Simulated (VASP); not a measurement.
# Mg3Te: single point with LDA

Crystal: Mg3Te.

```
Te Mg
1.0
    -2.09569    2.09569    5.17465
     2.09569   -2.09569    5.17465
     2.09569    2.09569   -5.17465
Te Mg
1 3
Direct
  0.00000 0.00000 0.00000
  0.25000 0.75000 0.50000
  0.75000 0.25000 0.50000
  0.50000 0.50000 0.00000
```

```
Program                : VASP 6.6.1
Task                   : single point
Functional             : LDA
Potentials or basis    : VASP PAW LDA potentials, release 64 (Te, Mg)
Cutoff                 : 520 eV
k mesh                 : 9 × 9 × 9
Occupations            : fermi-dirac, width 0.05 eV
Spin                   : no spin polarisation
Dipole correction      : no
Further INCAR settings : ALGO = Fast; EDIFF = 1e-06; NBANDS = 14
```

```
Pressure               : -0.3 GPa
Band gap on the k mesh : zero (bands 6 and 7 overlap by 1.48 eV)
```

Stress tensor (GPa, compression positive):
```
-0.12  0.00  0.00
 0.00 -0.12  0.00
 0.00  0.00 -0.65
```

Levels at points of the mesh, in eV from the Fermi level:
```tsv
k point	band 3	band 4	band 5	band 6	band 7	band 8	band 9	band 10
(0.00, 0.00, 0.00)	-4.39	-2.74	-2.74	0.30	1.21	1.56	1.56	1.67
```

Run time: 84 s on 1 thread of AMD EPYC 9R45 (Zen 5), on a shared host, peak memory 0.28 GiB.

Caveat: spin-orbit coupling is left out, which moves the levels of the heavy elements.
